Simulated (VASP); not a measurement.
## Pb: single point with PBE+D3(BJ)

The system is Pb.

```
Pb
1.0
     3.57808    0.00000    0.00000
    -1.78904    3.09871    0.00000
     0.00000    0.00000    5.28774
Pb
2
Direct
  0.33333 0.66667 0.25000
  0.66667 0.33333 0.75000
```

This isn't the form of Pb at room conditions, which is fcc.

This cell differs from its parent crystal: ratio of the length along z to the lengths across it x 0.92, volume and fractional coordinates fixed.

```json
{
  "Program": "VASP 6.6.1",
  "Task": "single point",
  "Functional": "PBE",
  "Dispersion": "D3(BJ)",
  "Potentials or basis": "VASP PAW PBE potentials, release 64 (Pb_d)",
  "Cutoff": "520 eV",
  "k mesh": "18 × 18 × 10",
  "Occupations": "gaussian, width 0.15 eV",
  "Spin": "no spin polarisation"
}
```

```
Pressure                   : 2.0 GPa
Band gap on the k mesh     : zero (bands 14 and 15 overlap by 7.30 eV)
Dispersion energy per atom : -0.424 eV
```

Stress tensor (GPa, compression positive):
```
0.51 0.00 0.00
0.00 0.51 0.00
0.00 0.00 5.04
```

Levels at points of the mesh, in eV from the Fermi level:
```
           k point  band 11  band 12  band 13  band 14  band 15  band 16  band 17  band 18
(0.00, 0.00, 0.00)   -12.02    -7.25    -4.08     4.62     4.62     6.80     6.80     7.79
(0.50, 0.00, 0.00)    -8.74    -7.34    -2.53    -0.80    -0.53     1.30     1.89     5.61
(0.00, 0.00, 0.50)   -10.56   -10.56     2.06     2.06     5.69     5.69     5.69     5.69
(0.50, 0.00, 0.50)    -7.72    -7.72    -3.85    -3.85     3.01     3.01     4.17     4.17
```

It took 2.3 min on 1 thread of AMD EPYC 9R14 (Zen 4) (shared host), peak memory 0.31 GiB.

Caveat: spin-orbit coupling is left out, which moves the levels of the heavy elements.
